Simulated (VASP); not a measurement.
# NbTeN: single point with PBEsol

Crystal: NbTeN.

```xyz
6
Lattice="3.6469 0.0000 0.0000 0.0000 3.6469 0.0000 0.0000 0.0000 9.7129" Properties=species:S:1:pos:R:3 pbc="T T T"
Nb    1.8234    0.0000    1.1109
Nb    0.0000    1.8234    8.6020
Te    1.8234    0.0000    6.7857
Te    0.0000    1.8234    2.9272
N     1.8234    1.8234    0.0000
N     0.0000    0.0000    0.0000
```

| Property | Result |
| --- | --- |
| Program | VASP 6.6.1 |
| Task | single point |
| Functional | PBEsol |
| Potentials or basis | VASP PAW PBE potentials, release 64 (Nb_sv, Te, N) |
| Cutoff | 520 eV |
| k mesh | 5 × 5 × 2 |
| Occupations | fermi-dirac, width 0.05 eV |
| Spin | no spin polarisation |
| Dipole correction | no |
| Further INCAR settings | ALGO = Normal; EDIFF = 1e-06; NBANDS = 33 |

```
Pressure               : -11.5 GPa
Largest force          : 1.670 eV/Å
Band gap on the k mesh : zero (bands 24 and 25 overlap by 0.21 eV)
```

Forces on the atoms (eV/Å):
```
Nb   0.000  0.000 -1.670
Nb   0.000  0.000  1.670
Te   0.000  0.000  0.584
Te   0.000  0.000 -0.584
N    0.000  0.000  0.000
N    0.000  0.000  0.000
```

Stress tensor (GPa, compression positive):
```
-12.36   0.00   0.00
  0.00 -12.36   0.00
  0.00   0.00  -9.81
```

Levels at points of the mesh, in eV from the Fermi level:
```
           k point  band 22  band 23  band 24  band 25  band 26  band 27
(0.00, 0.00, 0.00)    -0.42    -0.07     0.14     0.32     0.32     1.01
(0.00, 0.00, 0.50)    -0.32    -0.07     0.21     0.21     0.24     1.01
```

Run time: 52 s on 1 thread of AMD EPYC 7R13 Processor (Zen 3), with other jobs on the host, peak memory 0.2 GiB.

Caveat: the cell stands under tension; the PAW data sets were made with another functional, which shifts forces and pressure a little; spin-orbit coupling is left out, which moves the levels of the heavy elements; this functional lacks dispersion, which binds layers or chains, so the pressure and a relaxed spacing across them are unreliable.
